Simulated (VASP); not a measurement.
Wanted: the native input for a VASP 6.6.1 run.

```yaml
Task: single point
Functional: LDA
Potentials_or_basis: VASP PAW LDA potentials, release 64 (Mg, S)
Cutoff: 600 eV
k_mesh: 6 × 6 × 4
Occupations: gaussian, width 0.01 eV
Spin: no spin polarisation
Dipole_correction: no
Further_INCAR_settings: ALGO = Normal; EDIFF = 1e-06; NBANDS = 16
```

The structure of MgS lies in POSCAR:

```
MgS
1.0
    4.2955415880      0.0000000000      0.0000000000
   -2.1477707940      3.7200481382      0.0000000000
    0.0000000000      0.0000000000      5.2850910748
Mg S
2 2
Direct
    0.3333333333      0.6666666667      0.2500000000
    0.6666666667      0.3333333333      0.7500000000
    0.6666666667      0.3333333333      0.2500000000
    0.3333333333      0.6666666667      0.7500000000
```

One way to write it, as run:

INCAR

```
SYSTEM = MgS
ALGO     = Normal         ! electronic algorithm
EDIFF    = 1E-6           ! SCF threshold, eV
ENCUT    = 600            ! plane-wave cutoff, eV
GGA_COMPAT= .FALSE.      
ISIF     = 2              ! what is computed and relaxed
ISMEAR   = 0              ! smearing method
LASPH    = .TRUE.         ! aspherical terms in the spheres
LCHARG   = .TRUE.         ! write CHGCAR
LELF     = .TRUE.         ! ELF
LREAL    = .FALSE.        ! projectors in reciprocal space
LVHAR    = .TRUE.       
LWAVE    = .FALSE.        ! write WAVECAR
NBANDS   = 16             ! bands
NELM     = 120            ! most SCF steps
PREC     = Accurate       ! precision mode
SIGMA    = 0.01           ! smearing width, eV
```

KPOINTS

```
k-points
0
G
  6 6 4
  0 0 0
```

Potentials or basis: VASP PAW LDA potentials, release 64 (Mg, S).

Launch:

```console
$ cat potpaw_LDA.64/Mg/POTCAR potpaw_LDA.64/S/POTCAR > POTCAR
$ mpirun -np 1 vasp_std > vasp.out
```

Results of the run:

```json
{
  "Pressure": "-2.7 GPa",
  "Band gap on the k mesh": "2.73 eV, direct"
}
```

It took 46 s on 1 thread of Intel Xeon 8259CL, on a shared host, peak memory 0.2 GiB.
